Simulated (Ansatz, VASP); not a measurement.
## Two plane-wave programs on BeCd2S3

The input INCAR:

```
SYSTEM = BeCd2S3
ALGO     = Normal         ! electronic algorithm
EDIFF    = 1E-7           ! SCF threshold, eV
EDIFFG   = -0.04          ! ionic threshold
ENCUT    = 600            ! plane-wave cutoff, eV
GGA      = PE             ! functional
IBRION   = 2              ! ionic algorithm
ISIF     = 3              ! what is computed and relaxed
ISMEAR   = 0              ! smearing method
LASPH    = .True.         ! aspherical terms in the spheres
LCHARG   = .False.        ! write CHGCAR
LREAL    = .False.        ! projectors in reciprocal space
LWAVE    = .False.        ! write WAVECAR
NELM     = 80             ! most SCF steps
NSW      = 90             ! ionic steps
PREC     = Accurate       ! precision mode
SIGMA    = 0.1            ! smearing width, eV
```

Contents of KPOINTS:

```
k-points
0
Gamma
  6 6 6
  0 0 0
```

The input POSCAR:

```
BeCd2S3
1.0
    1.7444463422    -12.0304185117      0.0000000000
    1.7444463422     12.0304185117      0.0000000000
    0.0000000000      0.0000000000      3.5357092450
Be Cd S
1 2 3
Direct
    0.0000000000      0.0000000000      0.0000000000
    0.1445041774      0.8554958226      0.5000000000
    0.8554958226      0.1445041774      0.5000000000
    0.5000000000      0.5000000000      0.5000000000
    0.3392479461      0.6607520539      0.0000000000
    0.6607520539      0.3392479461      0.0000000000
```

Input for Ansatz:

```yaml
crystal:
  lattice:
    - [1.7444463422, -12.0304185117, 0.0]
    - [1.7444463422, 12.0304185117, 0.0]
    - [0.0, 0.0, 3.535709245]
  atoms:
    - { symbol: Be, position: [0.0, 0.0, 0.0] }
    - { symbol: Cd, position: [0.1445041774, 0.8554958226, 0.5] }
    - { symbol: Cd, position: [0.8554958226, 0.1445041774, 0.5] }
    - { symbol: S, position: [0.5, 0.5, 0.5] }
    - { symbol: S, position: [0.3392479461, 0.6607520539, 0.0] }
    - { symbol: S, position: [0.6607520539, 0.3392479461, 0.0] }
basis:
  ecutwfc: 420
kpoints:
  mp_grid: { grid: [6, 6, 6] }
hamiltonian:
  xc: pbe
scf:
  occupations: { method: gaussian, width: 0.1 }
  lower_state_search: "off"
output:
  forces: true
  stress: true
  eigenvalues: true
relax:
  adjacent_minimum: "off"
  f_tol: 0.04
  max_steps: 70
  cell: { stress_tol: 0.4 }
```

Change from the starting cell: species swapped into the TlAg3Te2 type (Cmmm, No. 65).

Alike in both runs: task relaxation of cell and atoms; functional PBE; k mesh 6 × 6 × 6; occupations gaussian, width 0.1 eV; no spin polarisation.

|  | VASP | Ansatz |
| --- | --- | --- |
| version | VASP 6.6.1 | Ansatz 0.2.0 |
| potentials or method | VASP PAW PBE potentials, release 64 (Be, Cd, S), cutoff 600 eV | scalar-relativistic, plane waves, PAW |
| valence electrons in the cell | 44 | 60 |

|  | VASP | Ansatz | Ansatz less VASP |
| --- | --- | --- | --- |
| gap on the k mesh at the Fermi level, each at its own relaxed structure (eV) | none | none | - |
| relaxed volume (Å³/atom) | 24.87 | 24.73 | -0.133 |
| relaxed cell length with the largest relative difference (Å) | 3.545 | 3.536 | -0.0089 |

A gap of «none» marks a metal or a gap that the smearing closes. VASP's potentials hold 44 valence electrons a cell and Ansatz's 60, so a difference there can come from the potentials and not from the codes.
